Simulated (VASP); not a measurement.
# TiO2 (Cmmm) in VASP: notebook, part 2 of 2

VASP 6.6.1. Earlier steps stand in the parts before.

## Step 3: Single point, PBE

File INCAR:

```
ALGO = Normal ; EDIFF = 1E-6
ENCUT = 520 ; GGA = PE
ISIF = 2 ; ISMEAR = -1
LASPH = T ; LCHARG = T
LELF = T ; LREAL = F
LVHAR = T ; LWAVE = F
NBANDS = 33 ; NELM = 60
PREC = Accurate ; SIGMA = 0.05
```

File KPOINTS:

```
k-points
0
Gamma
  5 5 8
```

File POSCAR:

```
TiO2
1.0
    4.5998373239      0.0919967465      0.0000000000
    0.0919967465      4.5998373239      0.0000000000
    0.0000000000      0.0000000000      2.9592135600
Ti O
2 4
Direct
    0.0000000000      0.0000000000      0.5000000000
    0.5000000000      0.5000000000      0.0000000000
    0.3043213200      0.3043213200      0.5000000000
    0.1956786800      0.8043213200      0.0000000000
    0.8043213200      0.1956786800      0.0000000000
    0.6956786800      0.6956786800      0.5000000000
```

Potentials or basis: VASP PAW PBE potentials, release 64 (Ti_sv, O).

On the command line:

```bash
cat potpaw_PBE.64/Ti_sv/POTCAR potpaw_PBE.64/O/POTCAR > POTCAR
mpirun -np 1 vasp_std > vasp.out
```

OUTCAR:

```text
EDIFF = 1E-6
   ENCUT = 520
   GGA = PE
   ISIF = 2
   ISMEAR = -1
   LASPH = T
   LREAL = F
   NELM = 60
   PREC = Accurate

 ion  position               nearest neighbor table
   1  0.000  0.000  0.500-   4 1.94   5 1.94   4 1.94   5 1.94   3 2.02   6 2.02
   2  0.500  0.500  0.000-   4 1.94   5 1.94   3 1.97   6 1.97   3 1.97   6 1.97
   3  0.304  0.304  0.500-   2 1.97   2 1.97   1 2.02
   4  0.196  0.804  0.000-   1 1.94   1 1.94   2 1.94
   5  0.804  0.196  0.000-   1 1.94   1 1.94   2 1.94
   6  0.696  0.696  0.500-   2 1.97   2 1.97   1 2.02

  LATTYP: Found a base centered orthorhombic cell.
 ALAT       =     6.3750492816
 B/A-ratio  =     1.0408163265
 C/A-ratio  =     0.4641867740

  Lattice vectors:

 A1 = (  -0.0919967465,  -4.5998373239,   0.0000000000)
 A2 = (   4.5998373239,   0.0919967465,   0.0000000000)
 A3 = (   0.0000000000,   0.0000000000,   2.9592135600)

Analysis of symmetry for initial positions (statically):
=====================================================================
 Subroutine PRICEL returns:
 Original cell was already a primitive cell.

 Routine SETGRP: Setting up the symmetry group for a
 base centered orthorhombic supercell.

 Subroutine GETGRP returns: Found  8 space group operations
 (whereof  8 operations were pure point group operations)
 out of a pool of  8 trial point group operations.

The static configuration has the point symmetry D_2h.

Analysis of symmetry for dynamics (positions and initial velocities):
=====================================================================
 Subroutine PRICEL returns:
 Original cell was already a primitive cell.

 Routine SETGRP: Setting up the symmetry group for a
 base centered orthorhombic supercell.

 Subroutine GETGRP returns: Found  8 space group operations
[... 124 lines left out ...]
   EMIN   =  10.00;   EMAX   =-10.00  energy-range for DOS
   EFERMI =   0.00;   METHOD = LEGACY
   ISMEAR =    -1;   SIGMA  =   0.05  broadening in eV -4-tet -1-fermi 0-gaus
   EFERMI_NEDOS =   21; number of points for ismear=-14 and -15
   IALGO  =     38    algorithm
   IMIX   =      4    mixing-type and parameters
     AMIX     =   0.40;   BMIX     =  1.00
     AMIX_MAG =   1.60;   BMIX_MAG =  1.00
  volume/ion in A,a.u.               =      10.43        70.39
  Fermi-wavevector in a.u.,A,eV,Ry     =   1.498509  2.831772 30.552287  2.245530
  Thomas-Fermi vector in A             =   2.610259
   LORBIT       =      0    0 simple, 1 ext, 2 COOP (PROOUT), +10 PAW based schemes
   GGA     = PE    functional components
   LHFCALC =     F    Hartree Fock is set to
   AEXX    =    0.0000 exact exchange contribution
   IVDW    =     0    specifies the selected vdW correction
   LEPSILON=     F    determine dielectric tensor
   LRPA    =     F    only Hartree local field effects (RPA)
 non-spin polarized calculation
  energy-cutoff  :      520.00
  volume of cell :       62.59
 maximum number of plane-waves:      1708
 NGX is ok and might be reduce to    36
   NGX = 17   NGY = 17   NGZ = 11

 number of electron      48.0000021 magnetization

 Free energy of the ion-electron system (eV)
  ---------------------------------------------------
  ext. energy  EPLUGINS =         0.00000000
  ---------------------------------------------------
  free energy    TOTEN  =       -53.57941800 eV

  energy without entropy =      -53.57941800  energy(sigma->0) =      -53.57941800

 E-fermi :   5.7150     XC(G=0): -11.3993

 val. band max:        4.8292641173   @ k =   0.0000   0.0000   0.0000
 cond. band min:       6.6724941377   @ k =   0.0000   0.0000   0.0000
 fundamental gap:      1.8432300204
 Fermi energy:         5.7149610240

 k-point     1 :       0.0000    0.0000    0.0000
  band No.  band energies     occupation
      1     -52.1824      2.00000
      2     -52.0192      2.00000
      3     -28.5058      2.00000
      4     -28.3746      2.00000
      5     -28.2831      2.00000
      6     -28.2373      2.00000
[... 853 lines left out ...]
     32      10.2204      0.00000
     33      10.9797      0.00000

 [... further k-points ...]
[... 5 lines left out ...]
  --------------------------------------------------------------------------------------
  -------------------------------------------------------------------------------------
  Total        2.1842275      2.1842275      1.9226922     -3.6009400      0.0000000      0.0000000
  in kB       55.9140495     55.9140495     49.2190072    -92.1804805      0.0000000      0.0000000
  external PRESSURE =      53.6823687 kB  Pullay stress =       0.0000000 kB

 VOLUME and BASIS-vectors are now :
 -----------------------------------------------------------------------------
  energy-cutoff  :      520.00
  volume of cell :       62.59
      direct lattice vectors                 reciprocal lattice vectors
     4.599837324  0.091996747  0.000000000     0.217485987 -0.004349720  0.000000000
     0.091996747  4.599837324  0.000000000    -0.004349720  0.217485987  0.000000000
     0.000000000  0.000000000  2.959213560     0.000000000  0.000000000  0.337927622

 POSITION                                       TOTAL-FORCE (eV/Angst)
 -----------------------------------------------------------------------------------
      0.00000      0.00000      1.47961        -0.000000      0.000000     -0.000000
      2.34592      2.34592      0.00000        -0.000000      0.000000     -0.000000
      1.42783      1.42783      1.47961        -0.053627     -0.053627     -0.000000
      0.97409      3.71775      0.00000        -0.064768      0.064768     -0.000000
      3.71775      0.97409      0.00000         0.064768     -0.064768      0.000000
      3.26401      3.26401      1.47961         0.053627      0.053627     -0.000000
 -----------------------------------------------------------------------------------
    total drift:                                0.000000      0.000000      0.000000

  FREE ENERGIE OF THE ION-ELECTRON SYSTEM (eV)
  ---------------------------------------------------
  free  energy   TOTEN  =       -53.5794180045 eV

  energy  without entropy=      -53.5794180038  energy(sigma->0) =      -53.57941800
```

OSZICAR:

```text
N       E                     dE             d eps       ncg     rms          rms(c)
DAV:   1     0.668097012512E+03    0.66810E+03   -0.24465E+04  2978   0.174E+03
DAV:   2     0.314030699289E+02   -0.63669E+03   -0.58871E+03  3266   0.522E+02
DAV:   3    -0.649557548058E+02   -0.96359E+02   -0.94468E+02  4018   0.192E+02
DAV:   4    -0.708269466253E+02   -0.58712E+01   -0.58588E+01  4370   0.447E+01
DAV:   5    -0.710919719466E+02   -0.26503E+00   -0.26500E+00  3876   0.747E+00    0.314E+01
DAV:   6    -0.539727268128E+02    0.17119E+02   -0.75644E+01  3937   0.886E+01    0.113E+01
DAV:   7    -0.538715737066E+02    0.10115E+00   -0.13177E+01  3813   0.329E+01    0.917E+00
DAV:   8    -0.536855107569E+02    0.18606E+00   -0.47987E-01  3718   0.601E+00    0.668E+00
DAV:   9    -0.537006937806E+02   -0.15183E-01   -0.10919E+00  3898   0.121E+01    0.320E+00
DAV:  10    -0.535909066484E+02    0.10979E+00   -0.49478E-01  3797   0.710E+00    0.104E+00
DAV:  11    -0.535849352501E+02    0.59714E-02   -0.22108E-02  4009   0.136E+00    0.667E-01
DAV:  12    -0.535795034059E+02    0.54318E-02   -0.17228E-02  3558   0.767E-01    0.147E-01
DAV:  13    -0.535795577520E+02   -0.54346E-04   -0.58399E-04  3784   0.247E-01    0.944E-02
DAV:  14    -0.535794299629E+02    0.12779E-03   -0.31055E-04  4089   0.147E-01    0.272E-02
DAV:  15    -0.535794197158E+02    0.10247E-04   -0.35833E-05  4320   0.607E-02    0.143E-02
DAV:  16    -0.535794179073E+02    0.18085E-05   -0.13867E-05  4106   0.366E-02    0.460E-03
DAV:  17    -0.535794180045E+02   -0.97219E-07   -0.23881E-06  2552   0.161E-02
   1 F= -.53579418E+02 E0= -.53579418E+02  d E =-.660334E-09
```

It took 2.2 min on 1 thread of Intel Xeon Platinum 8259CL at 2.50GHz (Skylake/Cascade Lake), shared host; peak memory 0.21 GiB.

Results:

```
Free energy            : -53.5794 eV
Pressure               : 5.4 GPa
Largest force          : 0.092 eV/Å
Band gap on the k mesh : 1.84 eV, direct
```

Forces in eV/Å, atoms in the order of the input:
```
Ti   0.000  0.000  0.000
Ti   0.000  0.000  0.000
O   -0.054 -0.054  0.000
O   -0.065  0.065  0.000
O    0.065 -0.065  0.000
O    0.054  0.054  0.000
```
